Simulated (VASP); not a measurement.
A run of VASP 6.6.1:

File INCAR:

```
SYSTEM = Cr
PREC     = Accurate       ! precision mode
ENCUT    = 520            ! plane-wave cutoff, eV
EDIFF    = 1E-6           ! SCF threshold, eV
ISMEAR   = 0              ! smearing method
SIGMA    = 0.1            ! smearing width, eV
LREAL    = .False.        ! projectors in reciprocal space
LASPH    = .True.         ! aspherical terms in the spheres
NELM     = 60             ! most SCF steps
ALGO     = Normal         ! electronic algorithm
ISIF     = 2              ! what is computed and relaxed
LWAVE    = .False.        ! write WAVECAR
LCHARG   = .False.        ! write CHGCAR
GGA      = PS             ! functional
NBANDS   = 12             ! bands
```

File KPOINTS:

```
regular mesh
0
Gamma
  20 20 20
  0 0 0
```

The input POSCAR:

```
Cr
1.0
   -1.4054158281      1.4054158281      1.4054158281
    1.4054158281     -1.4054158281      1.4054158281
    1.4054158281      1.4054158281     -1.4054158281
Cr
1
Direct
    0.0000000000      0.0000000000      0.0000000000
```

Potentials or basis: VASP PAW PBE potentials, release 64 (Cr_pv).

Launch:

```console
$ cat potpaw_PBE.64/Cr_pv/POTCAR > POTCAR
$ mpirun -np 1 vasp_std > vasp.out
```

Hardware: 1 thread of Intel Xeon 8259CL, with other jobs on the host.

Question: How long does it take, and how much memory?

Answer: Run time: 46 s on 1 thread of Intel Xeon 8259CL, on a shared host, peak memory 0.15 GiB. Counts: scf iterations 12, k points 256.
